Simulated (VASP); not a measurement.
# PtSe in VASP: notebook, part 2 of 2

VASP 6.6.1. The steps go on from the part before.

## Step 3: Relaxation of cell and atoms, PBE

The input, INCAR:

```
PREC     = Accurate       # precision mode
ENCUT    = 600            # plane-wave cutoff, eV
EDIFF    = 1E-6           # SCF threshold, eV
ISMEAR   = -1             # smearing method
SIGMA    = 0.05           # smearing width, eV
LREAL    = F              # projectors in reciprocal space
LASPH    = T              # aspherical terms in the spheres
NELM     = 100            # most SCF steps
ALGO     = Normal         # electronic algorithm
ISIF     = 3              # what is computed and relaxed
LWAVE    = F              # write WAVECAR
LCHARG   = F              # write CHGCAR
GGA      = PE             # functional
IBRION   = 2              # ionic algorithm
NSW      = 60             # ionic steps
EDIFFG   = -0.01          # ionic threshold
```

The input, KPOINTS:

```
Automatic mesh
0
Gamma
  8 8 8
```

The input, POSCAR:

```
PtSe
1.0
    0.0000000000      2.7984111300      2.7984111300
    2.7984111300      0.0000000000      2.7984111300
    2.7984111300      2.7984111300      0.0000000000
Pt Se
1 1
Direct
    0.5000000000      0.5000000000      0.5000000000
    0.0000000000      0.0000000000      0.0000000000
```

Potentials or basis: VASP PAW PBE potentials, release 64 (Pt, Se).

Command:

```bash
$ cat potpaw_PBE.64/Pt/POTCAR potpaw_PBE.64/Se/POTCAR > POTCAR
$ mpirun -np 1 vasp_std > vasp.out
```

OUTCAR:

```text
PREC = Accurate
   ENCUT = 600
   EDIFF = 1E-6
   ISMEAR = -1
   LREAL = F
   LASPH = T
   NELM = 100
   ISIF = 3
   GGA = PE
   IBRION = 2
   NSW = 60
   EDIFFG = -0.01

 ion  position               nearest neighbor table
   1  0.500  0.500  0.500-   2 2.80   2 2.80   2 2.80   2 2.80   2 2.80   2 2.80
   2  0.000  0.000  0.000-   1 2.80   1 2.80   1 2.80   1 2.80   1 2.80   1 2.80

  LATTYP: Found a face centered cubic cell.
 ALAT       =     5.5968222600

  Lattice vectors:

 A1 = (   0.0000000000,   2.7984111300,   2.7984111300)
 A2 = (   2.7984111300,   0.0000000000,   2.7984111300)
 A3 = (   2.7984111300,   2.7984111300,   0.0000000000)

Analysis of symmetry for initial positions (statically):
=====================================================================
 Subroutine PRICEL returns:
 Original cell was already a primitive cell.

 Routine SETGRP: Setting up the symmetry group for a
[... 294 lines left out ...]
  band No.  band energies     occupation
      1      -7.6986      2.00000
      2       4.3690      2.00000
      3       4.3690      2.00000
      4       4.3690      2.00000
      5       4.3787      2.00000
      6       4.3787      2.00000
      7       6.0704      2.00000
      8       6.0704      2.00000
      9       6.0704      2.00000
     10       8.8473      0.00000
     11      17.3353      0.00000
     12      18.9707      0.00000
[... 331 lines left out ...]
 k-point    24 :      -0.3750    0.2500    0.1250
  band No.  band energies     occupation
      1      -6.1268      2.00000
      2       0.5709      2.00000
      3       2.1805      2.00000
      4       2.3143      2.00000
      5       5.2468      2.00000
      6       5.3251      2.00000
      7       5.7148      2.00000
      8       7.8685      0.00489
      9       8.3373      0.00000
     10      12.8534      0.00000
     11      12.9139      0.00000
     12      16.0392      0.00000

 [... further k-points ...]
[... 5 lines left out ...]
  --------------------------------------------------------------------------------------
  -------------------------------------------------------------------------------------
  Total       -0.0049418     -0.0049418     -0.0049418      0.0000000      0.0000000     -0.0000000
  in kB       -0.2143224     -0.2143224     -0.2143224      0.0000000      0.0000000     -0.0000000
  external PRESSURE =      -0.2143224 kB  Pullay stress =       0.0000000 kB
[... 17 lines left out ...]
  FREE ENERGIE OF THE ION-ELECTRON SYSTEM (eV)
  ---------------------------------------------------
  free  energy   TOTEN  =        -9.6552140160 eV

  energy  without entropy=       -9.6491131396  energy(sigma->0) =       -9.65216358

 reached required accuracy - stopping structural energy minimisation
```

OSZICAR:

```text
N       E                     dE             d eps       ncg     rms          rms(c)
DAV:   1     0.744446701028E+02    0.74445E+02   -0.81130E+03   696   0.133E+03
DAV:   2    -0.669759707075E+01   -0.81142E+02   -0.73354E+02   816   0.221E+02
DAV:   3    -0.943893588022E+01   -0.27413E+01   -0.26807E+01   836   0.398E+01
[... 35 lines left out ...]
DAV:   2    -0.965535263896E+01    0.12975E-02   -0.50214E-03   724   0.731E-01    0.963E-02
DAV:   3    -0.965523339434E+01    0.11924E-03   -0.16277E-04   712   0.129E-01    0.518E-02
DAV:   4    -0.965521202084E+01    0.21374E-04   -0.13851E-04   728   0.808E-02    0.215E-02
DAV:   5    -0.965521336026E+01   -0.13394E-05   -0.63085E-06   708   0.194E-02    0.111E-02
DAV:   6    -0.965521401598E+01   -0.65573E-06   -0.12394E-06   496   0.971E-03
   4 F= -.96552140E+01 E0= -.96521636E+01  d E =-.373533E+00
```

CONTCAR:

```text
PtSe
   1.00000000000000
    -0.0000000000000000    2.6434166114035045    2.6434166114035045
     2.6434166114035045    0.0000000000000000    2.6434166114035045
     2.6434166114035045    2.6434166114035045    0.0000000000000000
  Pt              Se
     1     1
Direct
     0.5000000000000000    0.5000000000000000    0.5000000000000000
     1.0000000000000000    1.0000000000000000    0.0000000000000000

  0.00000000E+00  0.00000000E+00  0.00000000E+00
  0.00000000E+00  0.00000000E+00  0.00000000E+00
```

It took 80 s on 1 thread of Intel Xeon 8259CL, shared host; peak memory 0.2 GiB.

Results:

```yaml
Free_energy: -9.6552 eV
Relaxed_volume: 18.47 Å³/atom
Relaxed_cell: a = 3.738 Å, b = 3.738 Å, c = 3.738 Å, α = 60.00°, β = 60.00°, γ = 60.00°
Space_group_after_relaxing_to_0.05_Å: Fm-3m (No. 225)
Energy_gained_by_relaxing: 186.8 meV/atom
Ionic_steps: 4
Pressure_after_relaxing: 0.0 GPa
Band_gap_on_the_k_mesh: zero (band 8 reaches 10.39 eV, above the bottom of band 9 at 6.07 eV)
```

Step by step:
| step | energy change (eV) | largest force (eV/Å) | pressure (GPa) | volume (Å³) |
| --- | --- | --- | --- | --- |
| 1 | 0.0000 | 0.0000 | -14.54 | 43.83 |
| 2 | -0.0704 | 0.0000 | 24.41 | 32.38 |
| 3 | -0.3733 | 0.0000 | -0.47 | 37.07 |
| 4 | -0.3735 | 0.0000 | -0.02 | 36.94 |

Final structure:
```yaml
crystal:
  lattice:
    - [0.00000, 2.64342, 2.64342]
    - [2.64342, 0.00000, 2.64342]
    - [2.64342, 2.64342, 0.00000]
  atoms:
    - { symbol: Pt, position: [0.50000, 0.50000, 0.50000] }
    - { symbol: Se, position: [0.00000, 0.00000, 0.00000] }
```

Levels at points of the mesh, in eV from the Fermi level:
| k point | band 4 | band 5 | band 6 | band 7 | band 8 | band 9 | band 10 | band 11 | band 12 |
| --- | --- | --- | --- | --- | --- | --- | --- | --- | --- |
| (0.00, 0.00, 0.00) | -3.20 | -3.19 | -3.19 | -1.50 | -1.50 | -1.50 | 1.28 | 9.77 | 11.40 |
| (0.50, 0.00, 0.00) | -5.48 | -2.20 | -2.20 | -1.73 | 2.82 | 2.82 | 3.24 | 6.18 | 6.18 |
| (0.50, 0.50, 0.00) | -3.20 | -3.20 | -2.71 | -1.86 | -1.86 | -1.30 | 0.03 | 8.42 | 11.41 |

Caveat: the volume moved by over 15 % at a fixed basis, so the end points are rough; spin-orbit coupling is left out, which moves the levels of the heavy elements.
